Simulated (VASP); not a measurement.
# Ba (P6/mmm) in VASP: further runs, part 2 of 2

VASP 6.6.1.

## 4. Single point, PBEsol

This run uses another cell than the first one, of 64.26 Å³/atom, 1.041 times its volume.

The input, INCAR:

```
SYSTEM = Ba
PREC = Accurate
ENCUT = 520
EDIFF = 1E-6
ISMEAR = -1
SIGMA = 0.1
LREAL = .False.
LASPH = .True.
NELM = 60
ALGO = Normal
ISIF = 2
LWAVE = .False.
LCHARG = .True.
GGA = PS
LELF = .True.
LVHAR = .True.
NBANDS = 11
```

The input, KPOINTS:

```
Automatic mesh
0
Gamma
  8 8 7
  0 0 0
```

The input, POSCAR:

```
Ba
1.0
    4.3401682653      0.0000000000      0.0000000000
   -2.1700841326      3.7586959689      0.0000000000
    0.0000000000      0.0000000000      3.9393306997
Ba
1
Direct
    0.0000000000      0.0000000000      0.0000000000
```

Potentials or basis: VASP PAW PBE potentials, release 64 (Ba_sv).

On the command line:

```sh
> cat potpaw_PBE.64/Ba_sv/POTCAR > POTCAR
> mpirun -np 1 vasp_std > vasp.out
```

OUTCAR:

```text
SYSTEM = Ba
   PREC = Accurate
   ENCUT = 520
   EDIFF = 1E-6
   ISMEAR = -1
   LREAL = .False.
   LASPH = .True.
   NELM = 60
   ISIF = 2
   GGA = PS

 ion  position               nearest neighbor table
   1  0.000  0.000  0.000-

  LATTYP: Found a hexagonal cell.
 ALAT       =     4.3401682653
 C/A-ratio  =     0.9076446946

  Lattice vectors:

 A1 = (   4.3401682653,   0.0000000000,   0.0000000000)
 A2 = (  -2.1700841326,   3.7586959689,   0.0000000000)
 A3 = (   0.0000000000,   0.0000000000,   3.9393306997)

Analysis of symmetry for initial positions (statically):
=====================================================================
 Subroutine PRICEL returns:
 Original cell was already a primitive cell.

 Routine SETGRP: Setting up the symmetry group for a
 hexagonal supercell.

 Subroutine GETGRP returns: Found 24 space group operations
 (whereof 24 operations were pure point group operations)
 out of a pool of 24 trial point group operations.

The static configuration has the point symmetry D_6h.

Analysis of symmetry for dynamics (positions and initial velocities):
=====================================================================
 Subroutine PRICEL returns:
 Original cell was already a primitive cell.

 Routine SETGRP: Setting up the symmetry group for a
 hexagonal supercell.

 Subroutine GETGRP returns: Found 24 space group operations
 (whereof 24 operations were pure point group operations)
 out of a pool of 24 trial point group operations.

The dynamic configuration has the point symmetry D_6h.

 Subroutine INISYM returns: Found 24 space group operations
 (whereof 24 operations are pure point group operations),
 and found     1 'primitive' translations

[... 108 lines left out ...]
   EFERMI_NEDOS =   21; number of points for ismear=-14 and -15
   IALGO  =     38    algorithm
   IMIX   =      4    mixing-type and parameters
     AMIX     =   0.40;   BMIX     =  1.00
     AMIX_MAG =   1.60;   BMIX_MAG =  1.00
  volume/ion in A,a.u.               =      64.26       433.67
  Fermi-wavevector in a.u.,A,eV,Ry     =   0.880547  1.663993 10.549465  0.775364
  Thomas-Fermi vector in A             =   2.000923
   LORBIT       =      0    0 simple, 1 ext, 2 COOP (PROOUT), +10 PAW based schemes
   GGA     = PS    functional components
   LHFCALC =     F    Hartree Fock is set to
   AEXX    =    0.0000 exact exchange contribution
   IVDW    =     0    specifies the selected vdW correction
   LEPSILON=     F    determine dielectric tensor
   LRPA    =     F    only Hartree local field effects (RPA)
 non-spin polarized calculation
  energy-cutoff  :      520.00
  volume of cell :       64.26
 maximum number of plane-waves:      1740
   NGX = 17   NGY = 17   NGZ = 15

 number of electron      10.0000002 magnetization

 Free energy of the ion-electron system (eV)
  ---------------------------------------------------
  ext. energy  EPLUGINS =         0.00000000
  ---------------------------------------------------
  free energy    TOTEN  =        -1.97561383 eV

  energy without entropy =       -1.93127534  energy(sigma->0) =       -1.95344458

 E-fermi :   1.4734     XC(G=0):  -7.4325

 val. band max:        1.3484458931   @ k =   0.3750   0.2500   0.0000
 cond. band min:       1.5229770272   @ k =   0.3750   0.2500   0.2857
 fundamental gap:      0.1745311340
 Fermi energy:         1.4733922365

 k-point     1 :       0.0000    0.0000    0.0000
  band No.  band energies     occupation
      1     -27.6162      2.00000
      2     -12.5403      2.00000
      3     -12.5403      2.00000
      4     -12.4389      2.00000
      5      -1.2304      2.00000
      6       1.5663      0.56626
      7       3.1456      0.00000
      8       3.1456      0.00000
      9       6.2617      0.00000
     10       6.2617      0.00000
     11       7.4861      0.00000
[... 309 lines left out ...]
 k-point    24 :       0.3750    0.0000    0.2857
  band No.  band energies     occupation
      1     -27.5469      2.00000
      2     -12.8807      2.00000
      3     -12.8348      2.00000
      4     -12.5868      2.00000
      5       0.9256      1.99168
      6       1.6378      0.32387
      7       3.6853      0.00000
      8       3.9995      0.00000
      9       4.0068      0.00000
     10       5.6339      0.00000
     11       7.5677      0.00000

 [... further k-points ...]
[... 5 lines left out ...]
  --------------------------------------------------------------------------------------
  -------------------------------------------------------------------------------------
  Total       -0.4030705     -0.4030705     -0.1157144     -0.0000000     -0.0000000     -0.0000000
  in kB      -10.0490594    -10.0490594     -2.8849077     -0.0000000     -0.0000000     -0.0000000
  external PRESSURE =      -7.6610089 kB  Pullay stress =       0.0000000 kB

 VOLUME and BASIS-vectors are now :
 -----------------------------------------------------------------------------
  energy-cutoff  :      520.00
  volume of cell :       64.26
      direct lattice vectors                 reciprocal lattice vectors
     4.340168265  0.000000000  0.000000000     0.230405814  0.133024859  0.000000000
    -2.170084133  3.758695969  0.000000000     0.000000000  0.266049717  0.000000000
     0.000000000  0.000000000  3.939330700     0.000000000  0.000000000  0.253850229

 POSITION                                       TOTAL-FORCE (eV/Angst)
 -----------------------------------------------------------------------------------
      0.00000      0.00000      0.00000         0.000000      0.000000      0.000000
 -----------------------------------------------------------------------------------
    total drift:                               -0.000000      0.000000     -0.000000

  FREE ENERGIE OF THE ION-ELECTRON SYSTEM (eV)
  ---------------------------------------------------
  free  energy   TOTEN  =        -1.9756138272 eV

  energy  without entropy=       -1.9312753357  energy(sigma->0) =       -1.95344458
```

It took 18 s on 1 thread of AMD EPYC 7R43 (Zen 3), shared host; peak memory 0.15 GiB.

What came out:

```
Free energy            : -1.9756 eV
Pressure               : -0.8 GPa
Band gap on the k mesh : zero (band 5 reaches 1.56 eV, above the bottom of band 6 at 1.24 eV)
```

Stress tensor (GPa, compression positive):
```
-1.00  0.00  0.00
 0.00 -1.00  0.00
 0.00  0.00 -0.29
```

Levels at points of the mesh, in eV from the Fermi level:
```csv
k point,band 3,band 4,band 5,band 6,band 7,band 8
"(0.00, 0.00, 0.00)",-14.01,-13.91,-2.70,0.09,1.67,1.67
"(0.50, 0.00, 0.00)",-14.12,-13.86,-0.95,0.38,0.94,2.91
```

Caveat: the PAW data sets were made with another functional, which shifts forces and pressure a little; spin-orbit coupling is left out, which moves the levels of the heavy elements.

## 5. Single point, PBEsol

This run uses another cell than the first one, of 65.52 Å³/atom, 1.061 times its volume.

The input, INCAR:

```
SYSTEM = Ba
PREC     = Accurate       ! precision mode
ENCUT    = 520            ! plane-wave cutoff, eV
EDIFF    = 1E-6           ! SCF threshold, eV
ISMEAR   = -1             ! smearing method
SIGMA    = 0.1            ! smearing width, eV
LREAL    = .False.        ! projectors in reciprocal space
LASPH    = .True.         ! aspherical terms in the spheres
NELM     = 100            ! most SCF steps
ALGO     = Normal         ! electronic algorithm
ISIF     = 2              ! what is computed and relaxed
LWAVE    = .False.        ! write WAVECAR
LCHARG   = .False.        ! write CHGCAR
GGA      = PS             ! functional
NBANDS   = 11             ! bands
```

The input, KPOINTS:

```
regular mesh
0
Gamma
  8 8 7
  0 0 0
```

The input, POSCAR:

```
Ba
1.0
    4.3683519658      0.0000000000      0.0000000000
   -2.1841759829      3.7831037695      0.0000000000
    0.0000000000      0.0000000000      3.9649114859
Ba
1
Direct
    0.0000000000      0.0000000000      0.0000000000
```

Potentials or basis: VASP PAW PBE potentials, release 64 (Ba_sv).

On the command line:

```sh
> cat potpaw_PBE.64/Ba_sv/POTCAR > POTCAR
> mpirun -np 1 vasp_std > vasp.out
```

OUTCAR:

```text
SYSTEM = Ba
   PREC = Accurate
   ENCUT = 520
   EDIFF = 1E-6
   ISMEAR = -1
   LREAL = .False.
   LASPH = .True.
   NELM = 100
   ISIF = 2
   GGA = PS

 ion  position               nearest neighbor table
   1  0.000  0.000  0.000-

  LATTYP: Found a hexagonal cell.
 ALAT       =     4.3683519658
 C/A-ratio  =     0.9076446946

  Lattice vectors:

 A1 = (   4.3683519658,   0.0000000000,   0.0000000000)
 A2 = (  -2.1841759829,   3.7831037695,   0.0000000000)
 A3 = (   0.0000000000,   0.0000000000,   3.9649114859)

Analysis of symmetry for initial positions (statically):
=====================================================================
 Subroutine PRICEL returns:
 Original cell was already a primitive cell.

 Routine SETGRP: Setting up the symmetry group for a
 hexagonal supercell.

 Subroutine GETGRP returns: Found 24 space group operations
 (whereof 24 operations were pure point group operations)
 out of a pool of 24 trial point group operations.

The static configuration has the point symmetry D_6h.

[... 163 lines left out ...]

 k-point     1 :       0.0000    0.0000    0.0000
  band No.  band energies     occupation
      1     -27.7056      2.00000
      2     -12.6407      2.00000
      3     -12.6407      2.00000
      4     -12.5440      2.00000
      5      -1.2828      2.00000
      6       1.5133      0.52858
      7       3.0659      0.00000
      8       3.0659      0.00000
      9       6.1072      0.00000
     10       6.1072      0.00000
     11       7.3800      0.00000
[... 309 lines left out ...]
 k-point    24 :       0.3750    0.0000    0.2857
  band No.  band energies     occupation
      1     -27.6416      2.00000
      2     -12.9607      2.00000
      3     -12.9189      2.00000
      4     -12.6845      2.00000
      5       0.8623      1.99175
      6       1.5837      0.30174
      7       3.5674      0.00000
      8       3.8761      0.00000
      9       3.9087      0.00000
     10       5.4973      0.00000
     11       7.4263      0.00000

 [... further k-points ...]

------------------------ aborting loop because EDIFF is reached ----------------------------------------

  FORCE on cell =-STRESS in cart. coord.  units (eV):
  Direction    XX          YY          ZZ          XY          YZ          ZX
  --------------------------------------------------------------------------------------
  -------------------------------------------------------------------------------------
  Total       -0.4559152     -0.4559152     -0.1651721     -0.0000000      0.0000000      0.0000000
  in kB      -11.1479559    -11.1479559     -4.0387589     -0.0000000      0.0000000      0.0000000
  external PRESSURE =      -8.7782236 kB  Pullay stress =       0.0000000 kB

 VOLUME and BASIS-vectors are now :
 -----------------------------------------------------------------------------
  energy-cutoff  :      520.00
  volume of cell :       65.52
      direct lattice vectors                 reciprocal lattice vectors
     4.368351966  0.000000000  0.000000000     0.228919283  0.132166610  0.000000000
    -2.184175983  3.783103769  0.000000000     0.000000000  0.264333220  0.000000000
     0.000000000  0.000000000  3.964911486     0.000000000  0.000000000  0.252212440

 POSITION                                       TOTAL-FORCE (eV/Angst)
 -----------------------------------------------------------------------------------
      0.00000      0.00000      0.00000         0.000000      0.000000      0.000000
 -----------------------------------------------------------------------------------
    total drift:                                0.000000     -0.000000     -0.000000

  FREE ENERGIE OF THE ION-ELECTRON SYSTEM (eV)
  ---------------------------------------------------
  free  energy   TOTEN  =        -1.9691465266 eV

  energy  without entropy=       -1.9242386254  energy(sigma->0) =       -1.94669258
```

OSZICAR:

```text
N       E                     dE             d eps       ncg     rms          rms(c)
DAV:   1     0.540171026384E+02    0.54017E+02   -0.42226E+03   880   0.748E+02
DAV:   2     0.868135586108E+00   -0.53149E+02   -0.51786E+02  1064   0.134E+02
DAV:   3    -0.187123061084E+01   -0.27394E+01   -0.27220E+01  1114   0.318E+01
DAV:   4    -0.196775071668E+01   -0.96520E-01   -0.96339E-01  1153   0.533E+00
DAV:   5    -0.197039599843E+01   -0.26453E-02   -0.26442E-02  1168   0.727E-01    0.163E+00
DAV:   6    -0.196931388460E+01    0.10821E-02   -0.56303E-03  1143   0.581E-01    0.956E-01
DAV:   7    -0.196902673840E+01    0.28715E-03   -0.89542E-03  1062   0.782E-01    0.536E-02
DAV:   8    -0.196914239581E+01   -0.11566E-03   -0.38550E-04  1202   0.124E-01    0.253E-02
DAV:   9    -0.196914630592E+01   -0.39101E-05   -0.10201E-05  1051   0.252E-02    0.518E-03
DAV:  10    -0.196914652662E+01   -0.22071E-06   -0.36566E-06  1004   0.934E-03
   1 F= -.19691465E+01 E0= -.19466926E+01  d E =-.449079E-01
```

It took 16 s on 1 thread of AMD EPYC 7R43 (Zen 3), shared host; peak memory 0.15 GiB.

What came out:

```
Free energy            : -1.9691 eV
Pressure               : -0.9 GPa
Band gap on the k mesh : zero (band 5 reaches 1.48 eV, above the bottom of band 6 at 1.19 eV)
```

Caveat: the PAW data sets were made with another functional, which shifts forces and pressure a little; spin-orbit coupling is left out, which moves the levels of the heavy elements.

## 6. Single point, PBEsol

This run uses another cell than the first one, of 66.78 Å³/atom, 1.082 times its volume.

The input, INCAR:

```
PREC     = Accurate       # precision mode
ENCUT    = 520            # plane-wave cutoff, eV
EDIFF    = 1E-7           # SCF threshold, eV
ISMEAR   = -1             # smearing method
SIGMA    = 0.1            # smearing width, eV
LREAL    = F              # projectors in reciprocal space
LASPH    = T              # aspherical terms in the spheres
NELM     = 60             # most SCF steps
ALGO     = Normal         # electronic algorithm
ISIF     = 2              # what is computed and relaxed
LWAVE    = F              # write WAVECAR
LCHARG   = F              # write CHGCAR
GGA      = PS             # functional
NBANDS   = 11             # bands
```

The input, KPOINTS:

```
Automatic mesh
0
Gamma
  8 8 7
```

The input, POSCAR:

```
Ba
1.0
    4.3961766139      0.0000000000      0.0000000000
   -2.1980883069      3.8072006215      0.0000000000
    0.0000000000      0.0000000000      3.9901663801
Ba
1
Direct
    0.0000000000      0.0000000000      0.0000000000
```

Potentials or basis: VASP PAW PBE potentials, release 64 (Ba_sv).

On the command line:

```sh
> cat potpaw_PBE.64/Ba_sv/POTCAR > POTCAR
> mpirun -np 1 vasp_std > vasp.out
```

It took 26 s on 1 thread of AMD EPYC 7R43 (Zen 3), shared host; peak memory 0.16 GiB.

The run converged. Its results:

* Free energy: -1.9618 eV
* Pressure: -1.0 GPa
* Band gap on the k mesh: zero (band 5 reaches 1.41 eV, above the bottom of band 6 at 1.14 eV)

Stress tensor (GPa, compression positive):
```
-1.22  0.00  0.00
 0.00 -1.22  0.00
 0.00  0.00 -0.51
```

Levels at points of the mesh, in eV from the Fermi level:
| k point | band 3 | band 4 | band 5 | band 6 | band 7 | band 8 |
| --- | --- | --- | --- | --- | --- | --- |
| (0.00, 0.00, 0.00) | -14.09 | -14.00 | -2.68 | 0.11 | 1.64 | 1.64 |
| (0.50, 0.00, 0.00) | -14.18 | -13.95 | -0.93 | 0.37 | 0.85 | 2.83 |

Caveat: the PAW data sets were made with another functional, which shifts forces and pressure a little; spin-orbit coupling is left out, which moves the levels of the heavy elements.

## 7. The runs side by side

```tsv
cell	gap on the mesh (eV)	pressure (GPa)
a = 4.283, b = 4.283, c = 3.887 Å, angles 90.0, 90.0, 120.0°, 1 atom	none	-0.5
a = 4.312, b = 4.312, c = 3.913 Å, angles 90.0, 90.0, 120.0°, 1 atom	none	-0.6
a = 4.340, b = 4.340, c = 3.939 Å, angles 90.0, 90.0, 120.0°, 1 atom	none	-0.8
a = 4.368, b = 4.368, c = 3.965 Å, angles 90.0, 90.0, 120.0°, 1 atom	none	-0.9
a = 4.396, b = 4.396, c = 3.990 Å, angles 90.0, 90.0, 120.0°, 1 atom	none	-1.0
```

Alike in all rows: task single point; level PBEsol; potentials or basis VASP PAW PBE potentials, release 64 (Ba_sv); no spin polarisation; k mesh 8 × 8 × 7; cutoff (eV) 520; smearing fermi-dirac 0.1 eV.

Caveats: the PAW data sets were made with another functional, which shifts forces and pressure a little; spin-orbit coupling is left out, which moves the levels of the heavy elements.

Total energies depend on the potentials used, so only differences within one code and one set of settings carry meaning.
